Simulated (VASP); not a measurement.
SrLiBr3, 10 atoms in the cell. The typed cell holds 10 atoms: a = 4.547 Å, b = 8.220 Å, c = 8.508 Å, α = 90.82°, β = 91.28°, γ = 91.48°. 

| Quantity | Value |
| --- | --- |
| Program | VASP 6.6.1 |
| Task | relaxation of cell and atoms |
| Functional | PBE |
| Potentials or basis | VASP PAW PBE potentials, release 64 (Li_sv, Sr_sv, Br) |
| Cutoff | 600 eV |
| k mesh | 4 × 2 × 2 |
| Occupations | gaussian, width 0.1 eV |
| Spin | no spin polarisation |
| Dipole correction | no |
| Further INCAR settings | ALGO = Normal; EDIFF = 1e-06; IBRION = 2; EDIFFG = -0.025; NSW = 80; ISIF = 3 |

Potentials or basis: VASP PAW PBE potentials, release 64 (Li_sv, Sr_sv, Br).

The run is started by

```sh
$ cat potpaw_PBE.64/Li_sv/POTCAR potpaw_PBE.64/Sr_sv/POTCAR potpaw_PBE.64/Br/POTCAR > POTCAR
$ mpirun -np 1 vasp_std > vasp.out
```

Hardware: 1 thread of Intel(R) Xeon(R) Platinum 8559C (Emerald Rapids), with other jobs on the host.

Task: Estimate the wall time of this run.

Result: It took 35 min on 1 thread of Intel(R) Xeon(R) Platinum 8559C (Emerald Rapids), with other jobs on the host, peak memory 0.57 GiB. Counts: scf iterations 176, k points 12, ion steps 21.
